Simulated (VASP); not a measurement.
# HgTe (rocksalt type) (Fm-3m) in VASP: single point with PBE

Aim: the single point of HgTe (rocksalt type) with PBE.

Everything below comes from runs of VASP 6.6.1. Logs are shortened: lines on timing, memory, paths and dates and some standing lists are left out, and cuts for length are marked.

### 1 The cell of the first run

It takes space group Fm-3m (No. 225, cubic). The conventional cell has a = 5.888 Å, b = 5.888 Å, c = 5.888 Å, α = 90.00°, β = 90.00°, γ = 90.00°. Hg (site symmetry m-3m) has 6 Te at 2.94 Å within 3.9 Å. Te (site symmetry m-3m) has 6 Hg at 2.94 Å within 3.9 Å.

### 2 Single point, PBE (volume scaled by 0.88)

The input, INCAR:

```
PREC = Accurate ; ENCUT = 500
EDIFF = 1E-6 ; ISMEAR = -1
SIGMA = 0.1 ; LREAL = False
LASPH = True ; NELM = 120
ALGO = Normal ; ISIF = 2
LWAVE = False ; LCHARG = True
GGA = PE ; LELF = True
LVHAR = True ; NBANDS = 16
GGA_COMPAT = False
```

The input, KPOINTS:

```
Automatic mesh
0
Gamma
  12 12 12
```

The input, POSCAR:

```
HgTe
1.0
    0.0000000000      2.9440705050      2.9440705050
    2.9440705050      0.0000000000      2.9440705050
    2.9440705050      2.9440705050      0.0000000000
Hg Te
1 1
Direct
    0.0000000000      0.0000000000      0.0000000000
    0.5000000000      0.5000000000      0.5000000000
```

Potentials or basis: VASP PAW PBE potentials, release 64 (Hg, Te).

Launch:

```console
> cat potpaw_PBE.64/Hg/POTCAR potpaw_PBE.64/Te/POTCAR > POTCAR
> mpirun -np 1 vasp_std > vasp.out
```

OUTCAR:

```text
PREC = Accurate
   ENCUT = 500
   EDIFF = 1E-6
   ISMEAR = -1
   LREAL = False
   LASPH = True
   NELM = 120
   ISIF = 2
   GGA = PE

 ion  position               nearest neighbor table
   1  0.000  0.000  0.000-   2 2.94   2 2.94   2 2.94   2 2.94   2 2.94   2 2.94
   2  0.500  0.500  0.500-   1 2.94   1 2.94   1 2.94   1 2.94   1 2.94   1 2.94

  LATTYP: Found a face centered cubic cell.
 ALAT       =     5.8881410100

  Lattice vectors:

 A1 = (   0.0000000000,   2.9440705050,   2.9440705050)
 A2 = (   2.9440705050,   0.0000000000,   2.9440705050)
 A3 = (   2.9440705050,   2.9440705050,   0.0000000000)

Analysis of symmetry for initial positions (statically):
=====================================================================
 Subroutine PRICEL returns:
 Original cell was already a primitive cell.

 Routine SETGRP: Setting up the symmetry group for a
 face centered cubic supercell.

 Subroutine GETGRP returns: Found 48 space group operations
 (whereof 48 operations were pure point group operations)
 out of a pool of 48 trial point group operations.

The static configuration has the point symmetry O_h .

Analysis of symmetry for dynamics (positions and initial velocities):
=====================================================================
 Subroutine PRICEL returns:
 Original cell was already a primitive cell.

 Routine SETGRP: Setting up the symmetry group for a
 face centered cubic supercell.

 Subroutine GETGRP returns: Found 48 space group operations
 (whereof 48 operations were pure point group operations)
 out of a pool of 48 trial point group operations.

The dynamic configuration has the point symmetry O_h .

 Subroutine INISYM returns: Found 48 space group operations
 (whereof 48 operations are pure point group operations),
 and found     1 'primitive' translations

----------------------------------------------------------------------------------------

                                     Primitive cell

  volume of cell :      51.0358

  direct lattice vectors                    reciprocal lattice vectors
     0.000000000  2.944070505  2.944070505    -0.169832889  0.169832889  0.169832889
     2.944070505  0.000000000  2.944070505     0.169832889 -0.169832889  0.169832889
     2.944070505  2.944070505  0.000000000     0.169832889  0.169832889 -0.169832889

  length of vectors
     4.163544437  4.163544437  4.163544437     0.294159193  0.294159193  0.294159193

  position of ions in fractional coordinates (direct lattice)
     0.000000000  0.000000000  0.000000000
     0.500000000  0.500000000  0.500000000

  ion indices of the primitive-cell ions
   primitive index   ion index
                 1           1
                 2           2

----------------------------------------------------------------------------------------

 KPOINTS: Automatic mesh

Automatic generation of k-mesh.
 Grid dimensions read from file:
 generate k-points for:   12   12   12

 Generating k-lattice:

  Cartesian coordinates                     Fractional coordinates (reciprocal lattice)
    -0.014152741  0.014152741  0.014152741     0.083333333  0.000000000  0.000000000
     0.014152741 -0.014152741  0.014152741     0.000000000  0.083333333  0.000000000
     0.014152741  0.014152741 -0.014152741     0.000000000  0.000000000  0.083333333

  Length of vectors
     0.024513266  0.024513266  0.024513266

  Shift w.r.t. Gamma in fractional coordinates (k-lattice)
     0.000000000  0.000000000  0.000000000

 Subroutine IBZKPT returns following result:
 ===========================================

 Found     72 irreducible k-points:

 Following reciprocal coordinates:
            Coordinates               Weight
  0.000000  0.000000  0.000000      1.000000
  0.083333  0.000000  0.000000      8.000000
  0.166667  0.000000  0.000000      8.000000
  0.250000  0.000000  0.000000      8.000000
  0.333333  0.000000  0.000000      8.000000
  0.416667  0.000000  0.000000      8.000000
[... 16 lines left out ...]
  0.500000  0.166667  0.000000     24.000000
 -0.416667  0.166667  0.000000     24.000000
 [... further k-points ...]
   k-points           NKPTS =     72   k-points in BZ     NKDIM =     72   number of bands    NBANDS=     16
   number of dos      NEDOS =    301   number of ions     NIONS =      2
   total plane-waves  NPLWV =  27000
   dimension x,y,z NGX =    30 NGY =   30 NGZ =   30
   dimension x,y,z NGXF=    60 NGYF=   60 NGZF=   60
   ions per type =               1   1
   NGX,Y,Z   is equivalent  to a cutoff of  11.98, 11.98, 11.98 a.u.
   NGXF,Y,Z  is equivalent  to a cutoff of  23.96, 23.96, 23.96 a.u.
 SYSTEM =  unknown system
   PREC   = accura    normal or accurate (medium, high low for compatibility)
   ISTART =      0    job   : 0-new  1-cont  2-samecut
   ICHARG =      2    charge: 1-file 2-atom 10-const
   ISPIN  =      1    spin polarized calculation?
   LNONCOLLINEAR =      F non collinear calculations
   LSORBIT =      F    spin-orbit coupling
   LASPH  =      T    aspherical Exc in radial PAW
   ENCUT  =  500.0 eV  36.75 Ry    6.06 a.u.   7.59  7.59  7.59*2*pi/ulx,y,z
   NELM   =    120;   NELMIN=  2; NELMDL= -5     # of ELM steps
   EDIFF  = 0.1E-05   stopping-criterion for ELM
   LREAL  =      F    real-space projection
   EDIFFG = 0.1E-04   stopping-criterion for IOM
   NSW    =      0    number of steps for IOM
   IBRION =     -1    ionic relax: 0-MD 1-quasi-New 2-CG
   NFREE  =      0    steps in history (QN), initial steepest desc. (CG)
   ISIF   =      2    stress and relaxation
   ISYM   =      2    0-nonsym 1-usesym 2-fastsym
   POTIM  = 0.5000    time-step for ionic-motion
   TEBEG  =    0.0;   TEEND  =   0.0 temperature during run
   PSTRESS=    0.0 pullay stress
   NELECT =      18.0000    total number of electrons
   NUPDOWN=      -1.0000    fix difference up-down
   EMIN   =  10.00;   EMAX   =-10.00  energy-range for DOS
   EFERMI =   0.00;   METHOD = LEGACY
   ISMEAR =    -1;   SIGMA  =   0.10  broadening in eV -4-tet -1-fermi 0-gaus
   EFERMI_NEDOS =   21; number of points for ismear=-14 and -15
   IALGO  =     38    algorithm
   IMIX   =      4    mixing-type and parameters
     AMIX     =   0.40;   BMIX     =  1.00
     AMIX_MAG =   1.60;   BMIX_MAG =  1.00
  volume/ion in A,a.u.               =      25.52       172.20
  Fermi-wavevector in a.u.,A,eV,Ry     =   1.156665  2.185779 18.202869  1.337873
  Thomas-Fermi vector in A             =   2.293283
   LORBIT       =      0    0 simple, 1 ext, 2 COOP (PROOUT), +10 PAW based schemes
   GGA     = PE    functional components
   LHFCALC =     F    Hartree Fock is set to
   AEXX    =    0.0000 exact exchange contribution
   IVDW    =     0    specifies the selected vdW correction
   LEPSILON=     F    determine dielectric tensor
   LRPA    =     F    only Hartree local field effects (RPA)
 non-spin polarized calculation
  energy-cutoff  :      500.00
  volume of cell :       51.04
 maximum number of plane-waves:      1314
   NGX = 15   NGY = 15   NGZ = 15

 number of electron      17.9999999 magnetization

 Free energy of the ion-electron system (eV)
  ---------------------------------------------------
  ext. energy  EPLUGINS =         0.00000000
  ---------------------------------------------------
  free energy    TOTEN  =        -3.19552546 eV

  energy without entropy =       -3.15936612  energy(sigma->0) =       -3.17744579

 E-fermi :   5.6440     XC(G=0): -10.3906

 val. band max:        5.6403133939   @ k =   0.4167   0.2500   0.0000
 cond. band min:       5.6608541091   @ k =   0.3333   0.0000   0.0000
 fundamental gap:      0.0205407151
 Fermi energy:         5.6439534257

 k-point     1 :       0.0000    0.0000    0.0000
  band No.  band energies     occupation
      1      -7.1877      2.00000
      2      -1.4929      2.00000
      3      -1.4929      2.00000
      4      -1.4296      2.00000
      5      -1.4296      2.00000
      6      -1.4296      2.00000
[... 8 lines left out ...]
     15      13.6737      0.00000
     16      13.6737      0.00000

 k-point     2 :       0.0833    0.0000    0.0000
  band No.  band energies     occupation
      1      -7.1148      2.00000
      2      -1.5232      2.00000
      3      -1.5232      2.00000
      4      -1.4413      2.00000
      5      -1.4184      2.00000
      6      -1.4184      2.00000
[... 8 lines left out ...]
     15      13.7362      0.00000
     16      13.7362      0.00000

 k-point     3 :       0.1667    0.0000    0.0000
  band No.  band energies     occupation
      1      -6.9016      2.00000
      2      -1.6106      2.00000
      3      -1.6106      2.00000
      4      -1.4820      2.00000
      5      -1.3799      2.00000
      6      -1.3799      2.00000
[... 8 lines left out ...]
     15      14.0668      0.00000
     16      14.0668      0.00000

 k-point     4 :       0.2500    0.0000    0.0000
  band No.  band energies     occupation
      1      -6.5686      2.00000
      2      -1.7267      2.00000
      3      -1.7267      2.00000
      4      -1.5744      2.00000
      5      -1.3237      2.00000
      6      -1.3237      2.00000
[... 8 lines left out ...]
     15      14.6305      0.00000
     16      14.6305      0.00000

 k-point     5 :       0.3333    0.0000    0.0000
  band No.  band energies     occupation
      1      -6.1627      2.00000
      2      -1.8371      2.00000
      3      -1.8371      2.00000
      4      -1.7637      2.00000
      5      -1.2657      2.00000
      6      -1.2657      2.00000
[... 8 lines left out ...]
     15      15.3936      0.00000
     16      15.3936      0.00000

 k-point     6 :       0.4167    0.0000    0.0000
  band No.  band energies     occupation
      1      -5.7863      2.00000
      2      -2.0442      2.00000
      3      -1.9147      2.00000
      4      -1.9147      2.00000
      5      -1.2224      2.00000
      6      -1.2224      2.00000
[... 8 lines left out ...]
     15      16.2599      0.00000
     16      16.2599      0.00000
[... 267 lines left out ...]
 k-point    21 :       0.3333    0.1667    0.0000
  band No.  band energies     occupation
      1      -6.3002      2.00000
      2      -1.9108      2.00000
      3      -1.6049      2.00000
      4      -1.5499      2.00000
      5      -1.3033      2.00000
      6      -1.2529      2.00000
[... 8 lines left out ...]
     15      16.0496      0.00000
     16      16.5075      0.00000

 k-point    22 :       0.4167    0.1667    0.0000
  band No.  band energies     occupation
      1      -5.9682      2.00000
      2      -1.9252      2.00000
      3      -1.7192      2.00000
      4      -1.6296      2.00000
      5      -1.2496      2.00000
      6      -1.2044      2.00000
[... 8 lines left out ...]
     15      16.8985      0.00000
     16      17.1237      0.00000

 k-point    23 :       0.5000    0.1667    0.0000
  band No.  band energies     occupation
      1      -5.7133      2.00000
      2      -1.9287      2.00000
      3      -1.8183      2.00000
      4      -1.7148      2.00000
      5      -1.1996      2.00000
      6      -1.1880      2.00000
[... 8 lines left out ...]
     15      16.9966      0.00000
     16      17.5770      0.00000

 k-point    24 :      -0.4167    0.1667    0.0000
  band No.  band energies     occupation
      1      -5.6564      2.00000
      2      -2.0060      2.00000
      3      -1.8811      2.00000
      4      -1.6692      2.00000
      5      -1.2046      2.00000
      6      -1.1702      2.00000
[... 8 lines left out ...]
     15      15.9934      0.00000
     16      16.7110      0.00000

 [... further k-points ...]
[... 5 lines left out ...]
  --------------------------------------------------------------------------------------
  -------------------------------------------------------------------------------------
  Total        2.7262625      2.7262625      2.7262625      0.0000000      0.0000000      0.0000000
  in kB       85.5861789     85.5861789     85.5861789      0.0000000      0.0000000      0.0000000
  external PRESSURE =      85.5861789 kB  Pullay stress =       0.0000000 kB

 VOLUME and BASIS-vectors are now :
 -----------------------------------------------------------------------------
  energy-cutoff  :      500.00
  volume of cell :       51.04
      direct lattice vectors                 reciprocal lattice vectors
     0.000000000  2.944070505  2.944070505    -0.169832889  0.169832889  0.169832889
     2.944070505  0.000000000  2.944070505     0.169832889 -0.169832889  0.169832889
     2.944070505  2.944070505  0.000000000     0.169832889  0.169832889 -0.169832889

 POSITION                                       TOTAL-FORCE (eV/Angst)
 -----------------------------------------------------------------------------------
      0.00000      0.00000      0.00000        -0.000000      0.000000      0.000000
      2.94407      2.94407      2.94407         0.000000     -0.000000     -0.000000
 -----------------------------------------------------------------------------------
    total drift:                               -0.000000      0.000000      0.000000

  FREE ENERGIE OF THE ION-ELECTRON SYSTEM (eV)
  ---------------------------------------------------
  free  energy   TOTEN  =        -3.1955254642 eV

  energy  without entropy=       -3.1593661153  energy(sigma->0) =       -3.17744579
```

Wall time 30 s (1 thread of AMD EPYC 9R45 (Zen 5), shared host); peak memory 0.18 GiB.

What came out:

```yaml
Free_energy: -3.1955 eV
Pressure: 8.6 GPa
Band_gap_on_the_k_mesh: zero (band 9 reaches 6.04 eV, above the bottom of band 10 at 2.94 eV)
```

Caveat: spin-orbit coupling is left out, which moves the levels of the heavy elements.
